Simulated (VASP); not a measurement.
# Ba: single point with PBE

Ba:

```xyz
1
Lattice="-2.5375 2.5375 2.5375 2.5375 -2.5375 2.5375 2.5375 2.5375 -2.5375" Properties=species:S:1:pos:R:3 pbc="T T T"
Ba    0.0000    0.0000    0.0000
```

This cell differs from its parent crystal: strain +0.015 along x and y, +0.015 along z.

```
Program             : VASP 6.6.1
Task                : single point
Functional          : PBE
Potentials or basis : VASP PAW PBE potentials, release 64 (Ba_sv)
Cutoff              : 520 eV
k mesh              : 14 × 14 × 14
Occupations         : gaussian, width 0.15 eV
Spin                : no spin polarisation
```

```
Pressure               : -0.2 GPa
Band gap on the k mesh : zero (bands 5 and 6 overlap by 0.88 eV)
```

Levels at points of the mesh, in eV from the Fermi level:
```
           k point  band 2  band 3  band 4  band 5  band 6  band 7  band 8  band 9
(0.00, 0.00, 0.00)  -13.92  -13.92  -13.92   -2.73    1.79    1.79    1.79    3.14
(0.50, 0.00, 0.00)  -14.32  -14.05  -13.92   -0.87    0.70    1.14    3.10    3.66
(0.50, 0.50, 0.50)  -14.20  -14.20  -14.20   -0.49   -0.49    4.18    4.18    4.18
```

It took 35 s on 1 thread of Intel(R) Xeon(R) 6975P-C (Granite Rapids), on a shared host, peak memory 0.25 GiB.

Caveat: the cell differs from its parent crystal (strain +0.015 along x and y, +0.015 along z); spin-orbit coupling is left out, which moves the levels of the heavy elements.
